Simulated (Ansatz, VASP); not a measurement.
# KF: VASP beside Ansatz

```
K F
1.0
     0.00000    2.97480    2.97480
     2.97480    0.00000    2.97480
     2.97480    2.97480    0.00000
K F
1 1
Direct
  0.00000 0.00000 0.00000
  0.25000 0.25000 0.25000
```

Alike in both runs: functional PBE; k mesh 11 × 11 × 11; occupations fermi-dirac, width 0.05 eV; no spin polarisation.

Ansatz relaxed the structure, and its values are those at the end. VASP's run is a single point on that final structure, the one shown.

|  | VASP | Ansatz |
| --- | --- | --- |
| version | VASP 6.6.1 | Ansatz 0.2.0 |
| potentials or method | VASP PAW PBE potentials, release 64 (K_sv, F) | PAW with Ansatz's default frozen-core files, scalar-relativistic |
| plane-wave cutoff (eV) | 600 | 420 |
| valence electrons in the cell | 16 | 16 |

|  | VASP | Ansatz | Ansatz less VASP |
| --- | --- | --- | --- |
| pressure (GPa) | 0.0 | 0.0 | +0.01 |

The functional is the same, so the differences come from potentials, cutoffs and numerics.
